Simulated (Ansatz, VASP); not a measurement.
# Two plane-wave programs on Cu

```
Cu
1.0
     0.00000    1.80750    1.78943
     1.80750    0.00000    1.78943
     1.80750    1.80750    0.00000
Cu
1
Direct
  0.00000 0.00000 0.00000
```

Alike in both runs: functional PBE; k mesh 11 × 11 × 11; occupations fermi-dirac, width 0.05 eV; no spin polarisation.

|  | VASP | Ansatz |
| --- | --- | --- |
| version | VASP 6.6.1 | Ansatz 0.2.0 |
| potentials or method | VASP PAW PBE potentials, release 64 (Cu) | Ansatz PAW |
| plane-wave cutoff (eV) | 600 | 420 |
| valence electrons in the cell | 11 | 19 |
| task | single point | band structure |

Ansatz gave:

| Quantity | Value |
| --- | --- |
| gap on the k mesh at the Fermi level (eV) | none |
| pressure (GPa) | 3.1 |
| traceless stress, the component that is largest in VASP (GPa) | 0.32 |

**Question.** Estimate VASP's values.

**Answer.** gap on the k mesh at the Fermi level (eV): none; pressure (GPa): 3.6; traceless stress, the component that is largest in VASP (GPa): 0.37.

A gap of «none» marks a metal or a gap that the smearing closes. VASP's potentials hold 11 valence electrons a cell and Ansatz's 19, so a difference there can come from the potentials and not from the codes.
